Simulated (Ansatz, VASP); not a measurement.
One calculation of Hf, two programs

File INCAR:

```
SYSTEM = Hf
ALGO     = Normal         ! electronic algorithm
EDIFF    = 1E-6           ! SCF threshold, eV
ENCUT    = 520            ! plane-wave cutoff, eV
GGA      = PE             ! functional
ISIF     = 2              ! what is computed and relaxed
ISMEAR   = -1             ! smearing method
LASPH    = .True.         ! aspherical terms in the spheres
LCHARG   = .True.         ! write CHGCAR
LELF     = .True.         ! ELF
LREAL    = .False.        ! projectors in reciprocal space
LVHAR    = .True.       
LWAVE    = .False.        ! write WAVECAR
NBANDS   = 11             ! bands
NELM     = 100            ! most SCF steps
PREC     = Accurate       ! precision mode
SIGMA    = 0.1            ! smearing width, eV
```

File KPOINTS:

```
k-points
0
Gamma
  9 9 9
  0 0 0
```

POSCAR

```
Hf
1.0
   -1.8519039503      1.8519039503      1.8519039503
    1.8519039503     -1.8519039503      1.8519039503
    1.8519039503      1.8519039503     -1.8519039503
Hf
1
Direct
    0.0000000000      0.0000000000      0.0000000000
```

Input for Ansatz:

```yaml
crystal:
  lattice:
    - [-1.8519039502508627, 1.8519039502508627, 1.8519039502508627]
    - [1.8519039502508627, -1.8519039502508627, 1.8519039502508627]
    - [1.8519039502508627, 1.8519039502508627, -1.8519039502508627]
  atoms:
    - { symbol: Hf, position: [0.0, 0.0, 0.0] }
basis:
  ecutwfc: 500.0
kpoints:
  mp_grid:
    grid: [9, 9, 9]
hamiltonian:
  xc: pbe
scf:
  occupations:
    method: fermi_dirac
    width: 0.1
output:
  stress: true
```

Alike in both runs: task single point; functional PBE; k mesh 9 × 9 × 9; occupations fermi-dirac, width 0.1 eV; no spin polarisation.

```csv
,VASP,Ansatz
version,VASP 6.6.1,Ansatz 0.2.0
potentials or method,"VASP PAW PBE potentials, release 64 (Hf_pv), cutoff 520 eV","plane waves, PAW"
valence electrons in the cell,10,26
```

Ansatz gave:

```
pressure (GPa) : -10.1
```

Which values does VASP return?

Pressure (GPa): -10.5.

The functional is the same, so the differences come from potentials, cutoffs and numerics. VASP's potentials hold 10 valence electrons a cell and Ansatz's 26, so a difference there can come from the potentials and not from the codes.

Spin-orbit coupling is off throughout.
